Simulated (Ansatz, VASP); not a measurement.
## One calculation of BN, two programs

```xyz
2
Lattice="0.0000 1.8130 1.8130 1.8130 0.0000 1.8130 1.8130 1.8130 0.0000" Properties=species:S:1:pos:R:3 pbc="T T T"
N     0.9065    0.9065    0.9065
B     0.0000    0.0000    0.0000
```

Alike in both runs: functional PBE; k mesh 12 × 12 × 12; occupations fermi-dirac, width 0.02 eV; no spin polarisation.

```csv
,VASP,Ansatz
version,VASP 6.6.1,Ansatz 0.2.0
potentials or method,"VASP PAW PBE potentials, release 64 (N, B)",Ansatz PAW
plane-wave cutoff (eV),600,420
valence electrons in the cell,8,8
task,single point,band structure
```

|  | VASP | Ansatz | Ansatz less VASP |
| --- | --- | --- | --- |
| gap on the k mesh at the Fermi level (eV) | 4.45 | 4.46 | +0.012 |
| least direct gap on the mesh (eV) | 8.78 | 8.79 | +0.011 |
| pressure (GPa) | -0.4 | -0.4 | +0.03 |
